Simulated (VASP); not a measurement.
A run of VASP 6.6.1 is set up as follows.

The input INCAR:

```
SYSTEM = ZnS
ALGO     = Normal         ! electronic algorithm
EDIFF    = 1E-7           ! SCF threshold, eV
EDIFFG   = -0.005         ! ionic threshold
ENCUT    = 600            ! plane-wave cutoff, eV
GGA      = PE             ! functional
IBRION   = 2              ! ionic algorithm
ISIF     = 3              ! what is computed and relaxed
ISMEAR   = -1             ! smearing method
LASPH    = .TRUE.         ! aspherical terms in the spheres
LCHARG   = .FALSE.        ! write CHGCAR
LREAL    = .FALSE.        ! projectors in reciprocal space
LWAVE    = .FALSE.        ! write WAVECAR
NELM     = 60             ! most SCF steps
NSW      = 32             ! ionic steps
PREC     = Accurate       ! precision mode
PSTRESS  = 370.0        
SIGMA    = 0.1            ! smearing width, eV
```

File KPOINTS:

```
k-points
0
G
  13 13 13
  0 0 0
```

Contents of POSCAR:

```
ZnS
1.0
    0.0000000000      2.4759345280      2.4759345280
    2.4759345280      0.0000000000      2.4759345280
    2.4759345280      2.4759345280      0.0000000000
Zn S
1 1
Direct
    0.0000000000      0.0000000000      0.0000000000
    0.2500000000      0.2500000000      0.2500000000
```

Potentials or basis: VASP PAW PBE potentials, release 64 (Zn, S).

Run with:

```bash
$ cat potpaw_PBE.64/Zn/POTCAR potpaw_PBE.64/S/POTCAR > POTCAR
$ mpirun -np 1 vasp_std > vasp.out
```

(1) Predict the relaxed volume.

(2) Estimate the band gap on the k mesh.

(3) What does it give for the space group after relaxing (to 0.1 Å)?

## Answers

(1) 15.20 Å³/atom.

(2) 2.72 eV (least direct gap 3.33 eV).

(3) F-43m (No. 216).

Caveat: the cell is relaxed towards a set pressure, so the run minimises the enthalpy, not the energy; an odd mesh through Γ misses points on the zone boundary, where band edges can lie.
